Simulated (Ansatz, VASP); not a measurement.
# One calculation of AlN, two programs

POSCAR

```
AlN
1.0
    0.0000000000      2.1839935596      2.1839935596
    2.1839935596      0.0000000000      2.1839935596
    2.1839935596      2.1839935596      0.0000000000
Al N
1 1
Direct
    0.0000000000      0.0000000000      0.0000000000
    0.2500000000      0.2500000000      0.2500000000
```

Contents of INCAR.step1:

```
SYSTEM = AlN
  ALGO = Normal
  EDIFF = 1E-5
  ENCUT = 520
  GGA = PE
  ISIF = 2
  ISMEAR = -1
  LASPH = .TRUE.
  LREAL = .FALSE.
  LWAVE = .TRUE.
  NBANDS = 11
  NELM = 60
  PREC = Accurate
  SIGMA = 0.05
```

File INCAR.step2:

```
SYSTEM = AlN
  AEXX = 0.1
  ALGO = Normal
  EDIFF = 1E-6
  ENCUT = 520
  GGA = PE
  HFSCREEN = 0.2078699
  ISIF = 2
  ISMEAR = -1
  ISTART = 1
  LASPH = .TRUE.
  LCHARG = .TRUE.
  LELF = .TRUE.
  LHFCALC = .TRUE.
  LREAL = .FALSE.
  LVHAR = .TRUE.
  LWAVE = .FALSE.
  NBANDS = 11
  NELM = 60
  PREC = Accurate
  PRECFOCK = Normal
  SIGMA = 0.05
```

Contents of KPOINTS:

```
k-points
0
G
  6 6 6
  0 0 0
```

The input input.yaml:

```yaml
crystal:
  lattice:
    - [0.0, 2.1839935596, 2.1839935596]
    - [2.1839935596, 0.0, 2.1839935596]
    - [2.1839935596, 2.1839935596, 0.0]
  atoms:
    - { symbol: Al, position: [0.0, 0.0, 0.0] }
    - { symbol: "N", position: [0.25, 0.25, 0.25] }
hamiltonian:
  xc:
    exchange: pbe
    correlation: pbe
    exx: { coeff: 0.1, omega: 0.2078699 }
  pseudopotentials: { kind: paw }
kpoints:
  mp_grid: { grid: [6, 6, 6] }
scf:
  occupations: { method: fermi_dirac, width: 0.05 }
output:
  forces: true
  stress: true
  eigenvalues: true
  write_density: true
  write_potential: true
  elf: true
  volumetric_format: npy
```

Alike in both runs: task single point; functional PBE-based screened hybrid; k mesh 6 × 6 × 6; occupations fermi-dirac, width 0.05 eV; no spin polarisation.

|  | VASP | Ansatz |
| --- | --- | --- |
| version | VASP 6.6.1 | Ansatz 0.2.0 |
| potentials or method | VASP PAW PBE potentials, release 64 (Al, N) | Ansatz PAW |
| plane-wave cutoff (eV) | 520 | 420 |
| valence electrons in the cell | 8 | 8 |

```csv
,VASP,Ansatz,Ansatz less VASP
gap on the k mesh at the Fermi level (eV),3.80,3.81,+0.005
least direct gap on the mesh (eV),4.73,4.73,-0.004
pressure (GPa),2.5,2.7,+0.19
```

VASP's potentials were made for PBE, not for PBE-based screened hybrid.
